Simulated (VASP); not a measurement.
Set up this calculation in VASP 6.6.1, as the native input.

| Property | Result |
| --- | --- |
| Task | single point |
| Functional | r2SCAN |
| Potentials or basis | VASP PAW PBE potentials, release 64 (Li_sv, Mg, Ge_d, S) |
| Cutoff | 520 eV |
| k mesh | 6 × 6 × 6 |
| Occupations | gaussian, width 0.01 eV |
| Spin | no spin polarisation |
| Dipole correction | no |
| Further INCAR settings | ALGO = Normal; EDIFF = 1e-06; NBANDS = 33 |

The system is Li2MgGeS4.

```
Li Mg Ge S
1.0
    -2.66793    2.66793    5.44224
     2.66793   -2.66793    5.44224
     2.66793    2.66793   -5.44224
Li Mg Ge S
2 1 1 4
Cartesian
  0.0000 2.6679 2.7211
  2.6679 0.0000 2.7211
  0.0000 0.0000 0.0000
  0.0000 0.0000 5.4422
  1.2299 1.2299 6.7579
  1.2299 -1.2299 4.1266
  -1.2299 1.2299 4.1266
  1.4380 1.4380 1.3156
```

One way to write it, as run:

POSCAR

```
Li2MgGeS4
1.0
   -2.6679343065      2.6679343065      5.4422384538
    2.6679343065     -2.6679343065      5.4422384538
    2.6679343065      2.6679343065     -5.4422384538
Li Mg Ge S
2 1 1 4
Direct
    0.7500000000      0.2500000000      0.5000000000
    0.2500000000      0.7500000000      0.5000000000
    0.0000000000      0.0000000000      0.0000000000
    0.5000000000      0.5000000000      0.0000000000
    0.8513716008      0.8513716008      0.4610004513
    0.1486283992      0.6096288506      0.0000000000
    0.6096288506      0.1486283992      0.0000000000
    0.3903711494      0.3903711494      0.5389995487
```

INCAR.step1

```
SYSTEM = Li2MgGeS4
PREC = Accurate
ENCUT = 520
ISMEAR = 0
SIGMA = 0.01
LREAL = .FALSE.
LASPH = .TRUE.
NELM = 100
NBANDS = 33
GGA = PE
ALGO = Normal
EDIFF = 1E-4
LWAVE = .TRUE.
LCHARG = .FALSE.
```

INCAR.step2

```
SYSTEM = Li2MgGeS4
PREC = Accurate
ENCUT = 520
EDIFF = 1E-6
ISMEAR = 0
SIGMA = 0.01
LREAL = .FALSE.
LASPH = .TRUE.
NELM = 100
ALGO = Normal
ISIF = 2
LWAVE = .FALSE.
LCHARG = .TRUE.
METAGGA = R2SCAN
LMIXTAU = .TRUE.
LELF = .TRUE.
LVHAR = .TRUE.
NBANDS = 33
ISTART = 1
```

KPOINTS

```
regular mesh
0
G
  6 6 6
  0 0 0
```

Potentials or basis: VASP PAW PBE potentials, release 64 (Li_sv, Mg, Ge_d, S).

Run with:

```bash
$ cat potpaw_PBE.64/Li_sv/POTCAR potpaw_PBE.64/Mg/POTCAR potpaw_PBE.64/Ge_d/POTCAR potpaw_PBE.64/S/POTCAR > POTCAR
$ cp INCAR.step1 INCAR
$ mpirun -np 1 vasp_std > vasp.out
$ cp INCAR.step2 INCAR
$ mpirun -np 1 vasp_std > vasp.out
```

Results of the run:

```json
{
  "Largest force": "0.485 eV/Å",
  "Band gap on the k mesh": "3.35 eV"
}
```

Caveat: the PAW data sets were made with another functional, which shifts forces and pressure a little.

Run time: 14 min on 1 thread of AMD EPYC 9R45 96-Core Processor (Zen 5) (shared host), peak memory 0.43 GiB.
